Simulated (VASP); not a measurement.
A run of VASP 6.6.1 is set up as follows.

Contents of INCAR:

```
ALGO = Normal ; EDIFF = 1E-7
ENCUT = 520 ; GGA = PE
ISIF = 2 ; ISMEAR = 0
LASPH = True ; LCHARG = False
LREAL = False ; LWAVE = False
NBANDS = 15 ; NELM = 100
PREC = Accurate ; SIGMA = 0.01
```

The input KPOINTS:

```
k-points
0
Gamma
  6 6 6
```

File POSCAR:

```
SrO
1.0
    0.0000000000      2.8341865776      2.8341865776
    2.8341865776      0.0000000000      2.8341865776
    2.8341865776      2.8341865776      0.0000000000
Sr O
1 1
Direct
    0.0000000000      0.0000000000      0.0000000000
    0.2500000000      0.2500000000      0.2500000000
```

Potentials or basis: VASP PAW PBE potentials, release 64 (Sr_sv, O).

The run is started by

```console
$ cat potpaw_PBE.64/Sr_sv/POTCAR potpaw_PBE.64/O/POTCAR > POTCAR
$ mpirun -np 1 vasp_std > vasp.out
```

Task: Estimate the band gap on the k mesh.

Result: 2.41 eV, indirect (least direct gap 3.16 eV).

Task: What does it give for the pressure?

Result: -1.3 GPa.

 A k mesh can miss the band edges.
